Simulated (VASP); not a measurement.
Crystal: Si2B2C.

```
Si B C
1.0
     3.17397    0.00000    0.00000
    -1.58698    2.74874    0.00000
     0.00000    0.00000    7.54155
Si B C
2 2 1
Cartesian
  0.0000 1.8325 2.1117
  0.0000 1.8325 5.4298
  1.5870 0.9162 3.7708
  0.0000 0.0000 0.0000
  0.0000 1.8325 3.7708
```

* Program: VASP 6.6.1
* Task: relaxation of cell and atoms
* Functional: PBE
* Potentials or basis: VASP PAW PBE potentials, release 64 (Si, B, C)
* Cutoff: 600 eV
* k mesh: 6 × 6 × 2
* Occupations: gaussian, width 0.1 eV
* Spin: no spin polarisation

At the start: pressure -2.4 GPa; volume 13.16 Å³/atom.

Task: Where does the relaxation end?

Result: Over 24 steps the energy falls by 1249.8 meV/atom and the volume is 9.52 Å³/atom (-27.7 %); space group P-6m2 (No. 187, to 0.05 Å).

Step by step:
```tsv
step	energy change (eV)	largest force (eV/Å)	pressure (GPa)	volume (Å³)
1	0.0000	7.9682	-2.37	65.80
2	-4.1089	0.7691	-21.26	62.74
3	-4.2243	0.6806	-20.18	62.30
4	-4.3554	0.6214	-17.02	61.33
5	-4.9975	0.3683	7.47	49.64
6	-5.0302	0.4829	1.60	51.41
7	-5.4079	0.0167	5.23	48.45
8	-5.5180	0.2302	17.63	44.55
9	-1.5219	9.3279	108.39	35.75
10	-5.5007	0.7247	17.82	44.14
11	-5.3252	0.3201	42.33	40.12
12	-5.5406	0.9922	19.36	43.39
13	-5.7071	1.0048	28.63	41.78
14	-5.8478	0.3360	24.81	42.54
15	-5.8549	0.1341	25.29	42.42
16	-6.0720	0.2062	15.73	44.05
17	-6.2353	0.5714	0.71	47.18
18	-6.2359	0.5901	-0.08	47.38
19	-6.2434	0.3445	-0.09	47.43
20	-6.2480	0.1008	0.00	47.51
21	-6.2485	0.0618	0.06	47.53
22	-6.2487	0.0348	0.14	47.56
23	-6.2487	0.0324	0.16	47.57
24	-6.2492	0.0380	0.12	47.60
```

Final structure:
```xyz
5
Lattice="2.8951 0.0000 0.0000 -1.4476 2.5073 0.0000 0.0000 0.0000 6.5572" Properties=species:S:1:pos:R:3 pbc="T T T"
Si    0.0000    1.6715    1.2175
Si    0.0000    1.6715    5.3397
B     1.4476    0.8358    3.2786
B     0.0000    0.0000    0.0000
C     0.0000    1.6715    3.2786
```

Caveat: the k points lie up to 0.48 Å⁻¹ apart in the final cell; the volume moved by over 15 % at a fixed basis, so the end points are rough.
